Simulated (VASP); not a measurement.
Runs of VASP 6.6.1 on GaAs. The structure is that of space group F-43m (No. 216), or close to it. The cells are those of the table. 

```csv
level,cell,smearing,gap on the mesh (eV),pressure (GPa)
PBE,"a = 4.215, b = 4.215, c = 4.266 Å, angles 59.6, 59.6, 60.8°, 2 atoms",gaussian 0.03 eV,(c),-5.5
PBE,"a = 3.911, b = 3.911, c = 3.859 Å, angles 60.4, 60.4, 59.1°, 2 atoms",gaussian 0.03 eV,1.08,10.7
PBEsol,"a = 4.266 Å, angles 60.0°, 2 atoms",tetrahedron,(b),-8.4
PBE,"a = 3.961 Å, angles 60.0°, 2 atoms",gaussian 0.03 eV,0.73,(a)
PBE,"a = 3.962, b = 3.962, c = 3.859 Å, angles 60.9, 60.9, 58.3°, 2 atoms",gaussian 0.03 eV,0.81,8.1
```

Alike in all rows: task single point; potentials or basis VASP PAW PBE potentials, release 64 (Ga_d, As); no spin polarisation; k mesh 10 × 10 × 10; cutoff (eV) 500.

**Question.** Fill in the values left out.

**Answer.** (a) 5.7; (b) none; (c) 0.11.

Caveats: the PAW data sets were made with another functional, which shifts forces and pressure a little (some runs).

A k mesh can miss the band edges, and the runs leave out spin-orbit coupling on As, Ga.
